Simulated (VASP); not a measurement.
A run of VASP 6.6.1 is set up as follows.

The input POSCAR:

```
GaAs
1.0
    0.0000000000      2.8332037258      2.8332037258
    2.8332037258      0.0000000000      2.8332037258
    2.8332037258      2.8332037258      0.0000000000
Ga As
1 1
Direct
    0.0000000000      0.0000000000      0.0000000000
    0.2500000000      0.2500000000      0.2500000000
```

File INCAR.step1:

```
SYSTEM = GaAs
ALGO     = Normal         ! electronic algorithm
EDIFF    = 1E-4           ! SCF threshold, eV
ENCUT    = 520            ! plane-wave cutoff, eV
GGA      = PE             ! functional
ISMEAR   = 0              ! smearing method
LASPH    = .True.         ! aspherical terms in the spheres
LCHARG   = .False.        ! write CHGCAR
LREAL    = .False.        ! projectors in reciprocal space
LWAVE    = .True.         ! write WAVECAR
NBANDS   = 16             ! bands
NELM     = 100            ! most SCF steps
PREC     = Accurate       ! precision mode
SIGMA    = 0.01           ! smearing width, eV
```

INCAR.step2

```
SYSTEM = GaAs
ALGO     = Normal         ! electronic algorithm
EDIFF    = 1E-6           ! SCF threshold, eV
ENCUT    = 520            ! plane-wave cutoff, eV
ISIF     = 2              ! what is computed and relaxed
ISMEAR   = 0              ! smearing method
ISTART   = 1            
LASPH    = .True.         ! aspherical terms in the spheres
LCHARG   = .False.        ! write CHGCAR
LMIXTAU  = .True.       
LREAL    = .False.        ! projectors in reciprocal space
LWAVE    = .False.        ! write WAVECAR
METAGGA  = R2SCAN         ! meta-GGA
NBANDS   = 16             ! bands
NELM     = 100            ! most SCF steps
PREC     = Accurate       ! precision mode
SIGMA    = 0.01           ! smearing width, eV
```

Contents of KPOINTS:

```
k-points
0
Gamma
  8 8 8
  0 0 0
```

Potentials or basis: VASP PAW PBE potentials, release 64 (Ga_d, As).

Launch:

```console
$ cat potpaw_PBE.64/Ga_d/POTCAR potpaw_PBE.64/As/POTCAR > POTCAR
$ cp INCAR.step1 INCAR
$ mpirun -np 1 vasp_std > vasp.out
$ cp INCAR.step2 INCAR
$ mpirun -np 1 vasp_std > vasp.out
```

**Question.** What does it give for the band gap on the k mesh?

**Answer.** 0.94 eV, direct.

**Question.** Predict the pressure.

**Answer.** 0.1 GPa.

Caveat: the PAW data sets were made with another functional, which shifts forces and pressure a little. r2SCAN opens gaps a little over a GGA but as a rule still falls short of measured ones.
